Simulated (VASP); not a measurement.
# Y (P6_3/mmc) in VASP: further runs, part 2 of 2

VASP 6.6.1. The steps go on from the part before.

**3. Single point, PBEsol (volume scaled by 0.98)**

File INCAR:

```
PREC = Accurate ; ENCUT = 520
EDIFF = 1E-6 ; ISMEAR = -1
SIGMA = 0.05 ; LREAL = F
LASPH = T ; NELM = 80
ALGO = Normal ; ISIF = 2
LWAVE = F ; LCHARG = F
GGA = PS ; NBANDS = 18
```

File KPOINTS:

```
regular mesh
0
Gamma
  8 8 5
```

File POSCAR:

```
Y
1.0
    3.6229200678      0.0000000000      0.0000000000
   -1.8114600339      3.1375408146      0.0000000000
    0.0000000000      0.0000000000      5.6921384384
Y
2
Direct
    0.6666666667      0.3333333333      0.7500000000
    0.3333333333      0.6666666667      0.2500000000
```

Potentials or basis: VASP PAW PBE potentials, release 64 (Y_sv).

Launch:

```sh
$ cat potpaw_PBE.64/Y_sv/POTCAR > POTCAR
$ mpirun -np 1 vasp_std > vasp.out
```

OUTCAR:

```text
PREC = Accurate
   ENCUT = 520
   EDIFF = 1E-6
   ISMEAR = -1
   LREAL = F
   LASPH = T
   NELM = 80
   ISIF = 2
   GGA = PS

 ion  position               nearest neighbor table
   1  0.667  0.333  0.750-   2 3.53   2 3.53   2 3.53   2 3.53   2 3.53   2 3.53
   2  0.333  0.667  0.250-   1 3.53   1 3.53   1 3.53   1 3.53   1 3.53   1 3.53

  LATTYP: Found a hexagonal cell.
 ALAT       =     3.6229200678
 C/A-ratio  =     1.5711465701

  Lattice vectors:

 A1 = (   3.6229200678,   0.0000000000,   0.0000000000)
 A2 = (  -1.8114600339,   3.1375408146,   0.0000000000)
 A3 = (   0.0000000000,   0.0000000000,   5.6921384384)

Analysis of symmetry for initial positions (statically):
=====================================================================
 Subroutine PRICEL returns:
 Original cell was already a primitive cell.

 Routine SETGRP: Setting up the symmetry group for a
 hexagonal supercell.

 Subroutine GETGRP returns: Found 24 space group operations
 (whereof 12 operations were pure point group operations)
 out of a pool of 24 trial point group operations.

The static configuration has the point symmetry D_3d.
 The point group associated with its full space group is D_6h.

Analysis of symmetry for dynamics (positions and initial velocities):
=====================================================================
 Subroutine PRICEL returns:
 Original cell was already a primitive cell.

 Routine SETGRP: Setting up the symmetry group for a
 hexagonal supercell.

 Subroutine GETGRP returns: Found 24 space group operations
 (whereof 12 operations were pure point group operations)
 out of a pool of 24 trial point group operations.

The dynamic configuration has the point symmetry D_3d.
 The point group associated with its full space group is D_6h.

 Subroutine INISYM returns: Found 24 space group operations
 (whereof 12 operations are pure point group operations),
 and found     1 'primitive' translations

----------------------------------------------------------------------------------------

                                     Primitive cell

  volume of cell :      64.7029

  direct lattice vectors                    reciprocal lattice vectors
     3.622920068  0.000000000  0.000000000     0.276020442  0.159360477  0.000000000
    -1.811460034  3.137540815  0.000000000     0.000000000  0.318720953  0.000000000
     0.000000000  0.000000000  5.692138438     0.000000000  0.000000000  0.175680899

  length of vectors
     3.622920068  3.622920068  5.692138438     0.318720953  0.318720953  0.175680899

  position of ions in fractional coordinates (direct lattice)
     0.666666667  0.333333333  0.750000000
     0.333333333  0.666666667  0.250000000

  ion indices of the primitive-cell ions
   primitive index   ion index
                 1           1
                 2           2

----------------------------------------------------------------------------------------

 KPOINTS: regular mesh

Automatic generation of k-mesh.
 Grid dimensions read from file:
 generate k-points for:    8    8    5

 Generating k-lattice:

  Cartesian coordinates                     Fractional coordinates (reciprocal lattice)
     0.034502555  0.019920060  0.000000000     0.125000000 -0.000000000  0.000000000
     0.000000000  0.039840119  0.000000000     0.000000000  0.125000000  0.000000000
     0.000000000  0.000000000  0.035136180     0.000000000  0.000000000  0.200000000

  Length of vectors
     0.039840119  0.039840119  0.035136180

  Shift w.r.t. Gamma in fractional coordinates (k-lattice)
     0.000000000  0.000000000  0.000000000

 Subroutine IBZKPT returns following result:
 ===========================================

 Found     30 irreducible k-points:

 Following reciprocal coordinates:
            Coordinates               Weight
  0.000000  0.000000  0.000000      1.000000
  0.125000 -0.000000  0.000000      6.000000
  0.250000 -0.000000  0.000000      6.000000
  0.375000 -0.000000  0.000000      6.000000
  0.500000 -0.000000  0.000000      3.000000
  0.125000  0.125000  0.000000      6.000000
[... 16 lines left out ...]
  0.250000 -0.000000  0.400000     12.000000
  0.375000 -0.000000  0.400000     12.000000
 [... further k-points ...]
   k-points           NKPTS =     30   k-points in BZ     NKDIM =     30   number of bands    NBANDS=     18
   number of dos      NEDOS =    301   number of ions     NIONS =      2
   total plane-waves  NPLWV =  32928
   dimension x,y,z NGX =    28 NGY =   28 NGZ =   42
   dimension x,y,z NGXF=    56 NGYF=   56 NGZF=   84
   ions per type =               2
   NGX,Y,Z   is equivalent  to a cutoff of  12.85, 12.85, 12.27 a.u.
   NGXF,Y,Z  is equivalent  to a cutoff of  25.70, 25.70, 24.53 a.u.
 SYSTEM =  unknown system
   PREC   = accura    normal or accurate (medium, high low for compatibility)
   ISTART =      0    job   : 0-new  1-cont  2-samecut
   ICHARG =      2    charge: 1-file 2-atom 10-const
   ISPIN  =      1    spin polarized calculation?
   LNONCOLLINEAR =      F non collinear calculations
   LSORBIT =      F    spin-orbit coupling
   LASPH  =      T    aspherical Exc in radial PAW
   ENCUT  =  520.0 eV  38.22 Ry    6.18 a.u.   6.74  6.74 10.58*2*pi/ulx,y,z
   NELM   =     80;   NELMIN=  2; NELMDL= -5     # of ELM steps
   EDIFF  = 0.1E-05   stopping-criterion for ELM
   LREAL  =      F    real-space projection
   EDIFFG = 0.1E-04   stopping-criterion for IOM
   NSW    =      0    number of steps for IOM
   IBRION =     -1    ionic relax: 0-MD 1-quasi-New 2-CG
   NFREE  =      0    steps in history (QN), initial steepest desc. (CG)
   ISIF   =      2    stress and relaxation
   ISYM   =      2    0-nonsym 1-usesym 2-fastsym
   POTIM  = 0.5000    time-step for ionic-motion
   TEBEG  =    0.0;   TEEND  =   0.0 temperature during run
   PSTRESS=    0.0 pullay stress
   NELECT =      22.0000    total number of electrons
   NUPDOWN=      -1.0000    fix difference up-down
   EMIN   =  10.00;   EMAX   =-10.00  energy-range for DOS
   EFERMI =   0.00;   METHOD = LEGACY
   ISMEAR =    -1;   SIGMA  =   0.05  broadening in eV -4-tet -1-fermi 0-gaus
   EFERMI_NEDOS =   21; number of points for ismear=-14 and -15
   IALGO  =     38    algorithm
   IMIX   =      4    mixing-type and parameters
     AMIX     =   0.40;   BMIX     =  1.00
     AMIX_MAG =   1.60;   BMIX_MAG =  1.00
  volume/ion in A,a.u.               =      32.35       218.32
  Fermi-wavevector in a.u.,A,eV,Ry     =   1.142636  2.159269 17.763995  1.305617
  Thomas-Fermi vector in A             =   2.279333
   LORBIT       =      0    0 simple, 1 ext, 2 COOP (PROOUT), +10 PAW based schemes
   GGA     = PS    functional components
   LHFCALC =     F    Hartree Fock is set to
   AEXX    =    0.0000 exact exchange contribution
   IVDW    =     0    specifies the selected vdW correction
   LEPSILON=     F    determine dielectric tensor
   LRPA    =     F    only Hartree local field effects (RPA)
 non-spin polarized calculation
  energy-cutoff  :      520.00
  volume of cell :       64.70
 maximum number of plane-waves:      1773
 NGX is ok and might be reduce to    28
   NGX = 13   NGY = 13   NGZ = 21

 number of electron      22.0000000 magnetization

 Free energy of the ion-electron system (eV)
  ---------------------------------------------------
  ext. energy  EPLUGINS =         0.00000000
  ---------------------------------------------------
  free energy    TOTEN  =       -13.63509095 eV

  energy without entropy =      -13.59496783  energy(sigma->0) =      -13.61502939

 E-fermi :   2.9454     XC(G=0):  -9.5926

 val. band max:        2.9426400139   @ k =   0.2500   0.1250   0.0000
 cond. band min:       3.0100400016   @ k =   0.3750  -0.0000   0.0000
 fundamental gap:      0.0673999877
 Fermi energy:         2.9454414460

 k-point     1 :       0.0000    0.0000    0.0000
  band No.  band energies     occupation
      1     -39.5997      2.00000
      2     -39.5209      2.00000
      3     -19.9164      2.00000
      4     -19.4124      2.00000
      5     -19.4124      2.00000
      6     -19.3185      2.00000
[... 10 lines left out ...]
     17       5.7765      0.00000
     18       5.7765      0.00000

 k-point     2 :       0.1250   -0.0000    0.0000
  band No.  band energies     occupation
      1     -39.5915      2.00000
      2     -39.5180      2.00000
      3     -19.8874      2.00000
      4     -19.4710      2.00000
      5     -19.4321      2.00000
      6     -19.3796      2.00000
[... 10 lines left out ...]
     17       5.4843      0.00000
     18       5.6220      0.00000
[... 442 lines left out ...]
 k-point    24 :       0.3750   -0.0000    0.4000
  band No.  band energies     occupation
      1     -39.5338      2.00000
      2     -39.5219      2.00000
      3     -19.8289      2.00000
      4     -19.7829      2.00000
      5     -19.4894      2.00000
      6     -19.4683      2.00000
[... 10 lines left out ...]
     17       7.5042      0.00000
     18       7.6419      0.00000

 [... further k-points ...]
[... 5 lines left out ...]
  --------------------------------------------------------------------------------------
  -------------------------------------------------------------------------------------
  Total       -0.5047457     -0.5047457     -0.6806353      0.0000000      0.0000000      0.0000000
  in kB      -12.4985495    -12.4985495    -16.8539396      0.0000000      0.0000000      0.0000000
  external PRESSURE =     -13.9503462 kB  Pullay stress =       0.0000000 kB

 VOLUME and BASIS-vectors are now :
 -----------------------------------------------------------------------------
  energy-cutoff  :      520.00
  volume of cell :       64.70
      direct lattice vectors                 reciprocal lattice vectors
     3.622920068  0.000000000  0.000000000     0.276020442  0.159360477  0.000000000
    -1.811460034  3.137540815  0.000000000     0.000000000  0.318720953  0.000000000
     0.000000000  0.000000000  5.692138438     0.000000000  0.000000000  0.175680899

 POSITION                                       TOTAL-FORCE (eV/Angst)
 -----------------------------------------------------------------------------------
      1.81146      1.04585      4.26910         0.000000     -0.000000      0.000000
     -0.00000      2.09169      1.42303        -0.000000      0.000000      0.000000
 -----------------------------------------------------------------------------------
    total drift:                               -0.000000      0.000000     -0.000000

  FREE ENERGIE OF THE ION-ELECTRON SYSTEM (eV)
  ---------------------------------------------------
  free  energy   TOTEN  =       -13.6350909450 eV

  energy  without entropy=      -13.5949678285  energy(sigma->0) =      -13.61502939
```

stdout:

```text
POSCAR found type information on POSCAR Y
 POSCAR found :  1 types and       2 ions
 scaLAPACK will be used
 -----------------------------------------------------------------------------
|                                                                             |
|                                                                             |
|     You enforced a specific xc type in the INCAR file but a different       |
|     I HOPE YOU KNOW WHAT YOU ARE DOING!                                     |
|                                                                             |
 -----------------------------------------------------------------------------

 LDA part: xc-table for (Slater+PW92), standard interpolation
 POSCAR, INCAR and KPOINTS ok, starting setup
 FFT: planning ... GRIDC
 FFT: planning ... GRID_SOFT
 FFT: planning ... GRID
 WAVECAR not read
 entering main loop
```

It used 72 s of CPU time on 1 thread of AMD EPYC 7R13 Processor (Zen 3), on a shared host.

What came out:

```yaml
Free_energy: -13.6351 eV
Pressure: -1.4 GPa
Band_gap_on_the_k_mesh: zero (band 11 reaches 3.90 eV, above the bottom of band 12 at 2.53 eV)
```

Stress tensor (GPa, compression positive):
```
-1.25  0.00  0.00
 0.00 -1.25  0.00
 0.00  0.00 -1.69
```

Levels at points of the mesh, in eV from the Fermi level:
| k point | band 7 | band 8 | band 9 | band 10 | band 11 | band 12 | band 13 | band 14 | band 15 | band 16 |
| --- | --- | --- | --- | --- | --- | --- | --- | --- | --- | --- |
| (0.00, 0.00, 0.00) | -22.26 | -22.23 | -4.71 | -1.88 | 0.95 | 1.77 | 1.77 | 2.06 | 2.38 | 2.38 |
| (0.50, 0.00, 0.00) | -22.39 | -22.32 | -1.68 | -1.20 | -0.83 | -0.06 | 1.42 | 1.49 | 2.09 | 5.12 |

Caveat: the PAW data sets were made with another functional, which shifts forces and pressure a little.
